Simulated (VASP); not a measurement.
**Cl: single point with LDA**

Cl:

```xyz
2
Lattice="0.0000 2.4553 2.4553 2.4553 0.0000 2.4553 2.4553 2.4553 0.0000" Properties=species:S:1:pos:R:3 pbc="T T T"
Cl   -0.6138   -0.6138   -0.6138
Cl    0.6138    0.6138    0.6138
```

This cell differs from its parent crystal: volume scaled by 0.5.

| Property | Result |
| --- | --- |
| Program | VASP 6.6.1 |
| Task | single point |
| Functional | LDA |
| Potentials or basis | VASP PAW LDA potentials, release 64 (Cl) |
| Cutoff | 520 eV |
| k mesh | 11 × 11 × 11 |
| Occupations | fermi-dirac, width 0.08 eV |
| Spin | no spin polarisation |
| Dipole correction | no |
| Further INCAR settings | ALGO = Normal; EDIFF = 1e-06; NBANDS = 14 |

```yaml
Pressure: 71.0 GPa
Band_gap_on_the_k_mesh: zero (band 7 reaches 10.34 eV, above the bottom of band 8 at 5.29 eV)
```

Levels at points of the mesh, in eV from the Fermi level:
```tsv
k point	band 5	band 6	band 7	band 8	band 9	band 10
(0.00, 0.00, 0.00)	-7.49	-3.32	-3.32	-3.32	5.28	7.39
```

Run time: 12 s on 1 thread of Intel(R) Xeon(R) Platinum 8375C CPU @ 2.90GHz (Ice Lake), with other jobs on the host, peak memory 0.14 GiB.
